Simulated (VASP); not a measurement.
# Au: single point with PBE

Crystal: Au.

```xyz
2
Lattice="3.4128 0.0000 0.0000 0.0000 3.4128 0.0000 0.0000 0.0000 3.1032" Properties=species:S:1:pos:R:3 pbc="T T T"
Au    0.0000    0.0000    0.0000
Au    1.7064    1.7064    1.5516
```

This cell differs from its parent crystal: uniaxial strain along c: -6.0 %, then relaxed in part.

```json
{"Program": "VASP 6.6.1", "Task": "single point", "Functional": "PBE", "Potentials or basis": "VASP PAW PBE potentials, release 64 (Au)", "Cutoff": "520 eV", "k mesh": "12 × 12 × 12", "Occupations": "gaussian, width 0.1 eV", "Spin": "no spin polarisation", "Dipole correction": "no", "Further INCAR settings": "ALGO = Normal; EDIFF = 1e-07; NBANDS = 18"}
```

```json
{"Pressure": "-0.6 GPa", "Band gap on the k mesh": "zero (band 11 reaches 11.59 eV, above the bottom of band 12 at 6.30 eV)"}
```

Stress tensor (GPa, compression positive):
```
-0.24  0.00  0.00
 0.00 -0.24  0.00
 0.00  0.00 -1.18
```

Levels at points of the mesh, in eV from the Fermi level:
```csv
k point,band 9,band 10,band 11,band 12,band 13,band 14
"(0.00, 0.00, 0.00)",-1.86,-1.86,-1.67,5.35,5.35,8.10
"(0.50, 0.00, 0.00)",-3.20,-3.20,-2.28,-2.28,12.16,12.16
"(0.50, 0.50, 0.00)",-1.54,-1.54,-0.76,-0.76,2.71,2.71
"(0.00, 0.00, 0.50)",-3.43,-3.43,-1.16,-1.16,11.46,11.46
"(0.50, 0.00, 0.50)",-1.47,-1.47,-0.21,-0.21,3.49,3.49
"(0.50, 0.50, 0.50)",-2.48,-2.48,2.84,2.84,6.39,6.39
```

It took 34 s on 1 thread of AMD EPYC 9R45 (Zen 5), on a shared host, peak memory 0.2 GiB.

Caveat: the cell differs from its parent crystal (uniaxial strain along c: -6.0 %, then relaxed in part); spin-orbit coupling is left out, which moves the levels of the heavy elements.
